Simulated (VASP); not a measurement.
PbO, 4 atoms in the cell. The structure is tetragonal, space group P4mm (No. 99). The conventional cell has a = 3.974 Å, b = 3.974 Å, c = 5.022 Å, α = 90.00°, β = 90.00°, γ = 90.00°. Pb (site symmetry 4mm) has 4 O at 2.42 Å within 3.2 Å. Pb (site symmetry 4mm) has 4 O at 2.22 Å within 2.9 Å. Within 2.9 Å of O (site symmetry 2mm) lie 4 Pb at 2.22 to 2.42 Å and 4 O at 2.81 Å.  This cell differs from its parent crystal: all O atoms moved -0.200 Å, as atom 3 along Cartesian [0 0 1].

| Item | Value |
| --- | --- |
| Program | VASP 6.6.1 |
| Task | single point |
| Functional | LDA |
| Potentials or basis | VASP PAW LDA potentials, release 64 (Pb_d, O) |
| Cutoff | 520 eV |
| k mesh | 8 × 8 × 6 |
| Occupations | gaussian, width 0.05 eV |
| Spin | no spin polarisation |
| Dipole correction | no |
| Further INCAR settings | ALGO = Normal; EDIFF = 1e-06; NBANDS = 28 |

Potentials or basis: VASP PAW LDA potentials, release 64 (Pb_d, O).

Command:

```sh
$ cat potpaw_LDA.64/Pb_d/POTCAR potpaw_LDA.64/O/POTCAR > POTCAR
$ mpirun -np 1 vasp_std > vasp.out
```

Hardware: 1 thread of AMD EPYC 9R45 96-Core Processor (Zen 5), with other jobs on the host.

How long does it take, and how much memory?

Wall time 64 s on 1 thread of AMD EPYC 9R45 96-Core Processor (Zen 5) (shared host), peak memory 0.2 GiB. Counts: scf iterations 14, k points 60.
